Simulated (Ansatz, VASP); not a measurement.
Two plane-wave programs on Ba

```
Ba
1.0
     1.98178   -3.70001    0.00000
     1.98178    3.70001    0.00000
     0.00000    0.00000    5.54697
Ba
1
Direct
  0.00000 0.00000 0.00000
```

Alike in both runs: task single point; functional PBEsol; k mesh 16 × 16 × 10; occupations gaussian, width 0.15 eV; no spin polarisation.

```csv
,VASP,Ansatz
version,VASP 6.6.1,Ansatz 0.2.0
potentials or method,"VASP PAW PBE potentials, release 64 (Ba_sv), cutoff 520 eV","scalar-relativistic, plane waves, PAW"
valence electrons in the cell,10,10
```

Ansatz gave:

- gap on the k mesh at the Fermi level (eV): none
- pressure (GPa): -0.2
- traceless stress, the component that is largest in VASP (GPa): -2.12

Problem. Which values does VASP return?

Solution. gap on the k mesh at the Fermi level (eV): none; pressure (GPa): -0.2; traceless stress, the component that is largest in VASP (GPa): -2.17.

VASP's potentials were made for PBE, not for PBEsol. A gap of «none» marks a metal or a gap that the smearing closes.

Spin-orbit coupling is off throughout.
